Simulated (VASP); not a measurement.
Here is a VASP 6.6.1 calculation.

File INCAR:

```
SYSTEM = TePb
PREC = Accurate ; ENCUT = 500
EDIFF = 1E-6 ; ISMEAR = 0
SIGMA = 0.01 ; LREAL = .FALSE.
LASPH = .TRUE. ; NELM = 120
ALGO = Normal ; ISIF = 2
LWAVE = .FALSE. ; LCHARG = .FALSE.
GGA = PS ; IVDW = 13
NBANDS = 17 ; GGA_COMPAT = .FALSE.
```

KPOINTS

```
Automatic mesh
0
G
  3 3 3
  0 0 0
```

Contents of POSCAR:

```
TePb
1.0
    0.0000000000      3.2310000000      3.2310000000
    3.2310000000      0.0000000000      3.2310000000
    3.2310000000      3.2310000000      0.0000000000
Te Pb
1 1
Direct
    0.5000000000      0.5000000000      0.5000000000
    0.0000000000      0.0000000000      0.0000000000
```

Potentials or basis: VASP PAW PBE potentials, release 64 (Te, Pb_d).

Command:

```sh
$ cat potpaw_PBE.64/Te/POTCAR potpaw_PBE.64/Pb_d/POTCAR > POTCAR
$ mpirun -np 1 vasp_std > vasp.out
```

(1) Predict the pressure.

(2) What does it give for the dispersion energy per atom?

Answers

(1) -1.6 GPa.

(2) -0.253 eV.

Caveat: the k points lie up to 0.56 Å⁻¹ apart; the PAW data sets were made with another functional, which shifts forces and pressure a little.
